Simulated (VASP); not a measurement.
Set up this calculation in VASP 6.6.1, as the native input.

* Task: single point
* Functional: r2SCAN
* Potentials or basis: VASP PAW PBE potentials, release 64 (O_h, H_h, Cl)
* Cutoff: 910 eV
* k mesh: 1 × 1 × 1
* Occupations: fermi-dirac, width 0.02 eV
* Spin: no spin polarisation
* Dipole correction: no
* Further INCAR settings: LREAL = Auto; ALGO = Normal; EDIFF = 1e-06; NBANDS = 66

The system is H21ClO10.

```
O H Cl
1.0
     7.05400    0.00000    0.00000
     0.00000    7.05400    0.00000
     0.00000    0.00000    7.05400
O H Cl
10 21 1
Direct
  0.33072 0.31065 0.26796
  0.69777 0.76503 0.06113
  0.47848 0.80503 0.68879
  0.35790 0.95481 0.01076
  0.36627 0.44049 0.86714
  0.93577 0.54874 0.65903
  0.70750 0.26691 0.88646
  0.95984 0.46681 0.23991
  0.24059 0.90768 0.37064
  0.02730 0.05546 0.80342
  0.34641 0.25220 0.14321
  0.28253 0.21195 0.34810
  0.66527 0.87559 0.98341
  0.80512 0.71039 0.99199
  0.39412 0.82462 0.58330
  0.60292 0.81703 0.63404
  0.25380 0.00281 0.93286
  0.39969 0.85325 0.93297
  0.42054 0.56510 0.84110
  0.28178 0.41876 0.75618
  0.96985 0.54010 0.52047
  0.88124 0.42031 0.67888
  0.71795 0.34295 0.00180
  0.58570 0.31686 0.83752
  0.87348 0.35693 0.25912
  0.08272 0.40841 0.21883
  0.13208 0.82040 0.36914
  0.29843 0.89976 0.24276
  0.00252 0.93312 0.75835
  0.92311 0.13725 0.77856
  0.74884 0.88477 0.23845
  0.78333 0.99363 0.40479
```

These files were run (other wordings do the same):

POSCAR

```
H21ClO10
1.0
    7.0540040000      0.0000000000      0.0000000000
    0.0000000000      7.0540040000      0.0000000000
    0.0000000000      0.0000000000      7.0540040000
O H Cl
10 21 1
Direct
    0.3307199712      0.3106462656      0.2679612884
    0.6977739168      0.7650265013      0.0611284031
    0.4784800235      0.8050321491      0.6887861135
    0.3578960261     -0.0451941904      1.0107592794
    0.3662742465      0.4404874168      0.8671387201
    0.9357664101      0.5487379933      0.6590299637
    0.7074988900      0.2669122388      0.8864610794
    0.9598378453      0.4668128909      0.2399063000
    0.2405867646      0.9076830691      0.3706405610
    1.0273030750      1.0554572977      0.8034160457
    0.3464131860      0.2521971918      0.1432094453
    0.2825345719      0.2119505461      0.3481001712
    0.6652675558      0.8755878222     -0.0165863246
    0.8051172072      0.7103908645     -0.0080096354
    0.3941165897      0.8246238590      0.5832999244
    0.6029199870      0.8170253377      0.6340370660
    0.2537991189      0.0028069165      0.9328602592
    0.3996878936     -0.1467535318      0.9329736700
    0.4205412982      0.5650974964      0.8410967728
    0.2817832255      0.4187550787      0.7561804615
    0.9698463454      0.5401045987      0.5204703598
    0.8812441842      0.4203144767      0.6788768478
    0.7179468568      0.3429541577      1.0017998289
    0.5856957269      0.3168555050      0.8375243337
    0.8734755467      0.3569320346      0.2591152486
    1.0827184107      0.4084063462      0.2188260738
    0.1320810138      0.8203993080      0.3691378684
    0.2984262555      0.8997584918      0.2427557455
    1.0025228225      0.9331154334      0.7583494424
    0.9231069333      1.1372548130      0.7785649115
    0.7488371144      0.8847740943      0.2384461364
    0.7833281637      0.9936342537      0.4047913781
```

INCAR.step1

```
SYSTEM = H21ClO10
ALGO = Normal ; EDIFF = 1E-5
ENCUT = 910 ; GGA = PE
GGA_COMPAT = .FALSE. ; ISMEAR = -1
LASPH = .TRUE. ; LCHARG = .FALSE.
LREAL = Auto ; LWAVE = .TRUE.
NBANDS = 66 ; NELM = 120
PREC = Accurate ; SIGMA = 0.02
```

INCAR.step2

```
SYSTEM = H21ClO10
ALGO = Normal ; EDIFF = 1E-6
ENCUT = 910 ; GGA_COMPAT = .FALSE.
ISIF = 2 ; ISMEAR = -1
ISTART = 1 ; LASPH = .TRUE.
LCHARG = .TRUE. ; LELF = .TRUE.
LMIXTAU = .TRUE. ; LREAL = Auto
LVHAR = .TRUE. ; LWAVE = .FALSE.
METAGGA = R2SCAN ; NBANDS = 66
NELM = 120 ; PREC = Accurate
SIGMA = 0.02
```

KPOINTS

```
k-points
0
G
  1 1 1
  0 0 0
```

Potentials or basis: VASP PAW PBE potentials, release 64 (O_h, H_h, Cl).

Launch:

```bash
$ cat potpaw_PBE.64/O_h/POTCAR potpaw_PBE.64/H_h/POTCAR potpaw_PBE.64/Cl/POTCAR > POTCAR
$ cp INCAR.step1 INCAR
$ mpirun -np 1 vasp_gam > vasp.out
$ cp INCAR.step2 INCAR
$ mpirun -np 1 vasp_gam > vasp.out
```

It gave:

| Quantity | Value |
| --- | --- |
| Pressure | -1.4 GPa |
| Largest force | 2.028 eV/Å |
| Band gap on the k mesh | 5.17 eV |

Caveat: the k points lie up to 0.89 Å⁻¹ apart; the cutoff is under 1.25 times the usual one of these potentials, so pressure, stress and relaxed cells hold a basis-set (Pulay) error; the atoms stand as in a frame of molecular dynamics; the PAW data sets were made with another functional, which shifts forces and pressure a little.

Run time: 5.3 min on 1 thread of Intel(R) Xeon(R) Platinum 8375C CPU @ 2.90GHz (Ice Lake) (shared host), peak memory 0.77 GiB.
